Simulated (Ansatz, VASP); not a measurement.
**TiO2: VASP beside Ansatz**

```
CELL_PARAMETERS angstrom
4.62300 0.00000 0.00000
0.00000 4.62300 0.00000
0.00000 0.00000 2.98600
ATOMIC_POSITIONS crystal
Ti 0.00000 0.00000 0.00000
Ti 0.50000 0.50000 0.50000
O 0.30520 0.30520 0.00000
O 0.19480 0.80520 0.50000
O 0.69480 0.69480 0.00000
O 0.80520 0.19480 0.50000
```

Alike in both runs: task single point; functional PBE; k mesh 5 × 5 × 7; occupations fermi-dirac, width 0.02 eV; collinear spin.

```csv
,VASP,Ansatz
version,VASP 6.6.1,Ansatz 0.2.0
potentials or method,"VASP PAW PBE potentials, release 64 (Ti_sv, O), cutoff 520 eV","PAW, plane waves, scalar-relativistic"
valence electrons in the cell,48,48
```

Ansatz gave:

```
pressure (GPa)                                                : -0.2
traceless stress, the component that is largest in VASP (GPa) : -1.96
rms of the force components (eV/Å)                            : 0.008
net moment per atom (μB)                                      : 0.00
```

Estimate VASP's values.

pressure (GPa): 0.6; traceless stress, the component that is largest in VASP (GPa): -1.74; rms of the force components (eV/Å): 0.020; net moment per atom (μB): 0.00.

Atom by atom the forces differ by 0.012 eV/Å (rms over components). Ansatz's warnings: seeded moment not kept.
